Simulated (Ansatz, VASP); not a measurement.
Re in VASP and in Ansatz

```
Re
1.0
     2.76080    0.00000    0.00000
    -1.38040    2.39092    0.00000
     0.00000    0.00000    4.45820
Re
2
Cartesian
  1.3804 0.7970 3.3436
  0.0000 1.5939 1.1145
```

Alike in both runs: task relaxation of cell and atoms; functional r2SCAN; dispersion rVV10; k mesh 11 × 11 × 6; occupations fermi-dirac, width 0.05 eV; no spin polarisation.

|  | VASP | Ansatz |
| --- | --- | --- |
| version | VASP 6.6.1 | Ansatz 0.2.0 |
| potentials or method | VASP PAW PBE potentials, release 64 (Re) | Ansatz PAW |
| plane-wave cutoff (eV) | 600 | 500 |
| valence electrons in the cell | 14 | 30 |

Ansatz gave:

- relaxed volume (Å³/atom): 14.60
- relaxed length of the cell vector where the two differ most in proportion (Å): 2.751

Question: Estimate VASP's values.

Answer: Relaxed volume (Å³/atom): 14.66; relaxed length of the cell vector where the two differ most in proportion (Å): 2.755.

VASP's potentials were made for PBE, not for r2SCAN. VASP's potentials hold 14 valence electrons a cell and Ansatz's 30, so a difference there can come from the potentials and not from the codes.

Neither program's run includes spin-orbit coupling. Noted on Ansatz's run: the plane-wave basis is chosen anew once the cell has moved, so the energies of steps on either side of that aren't comparable.
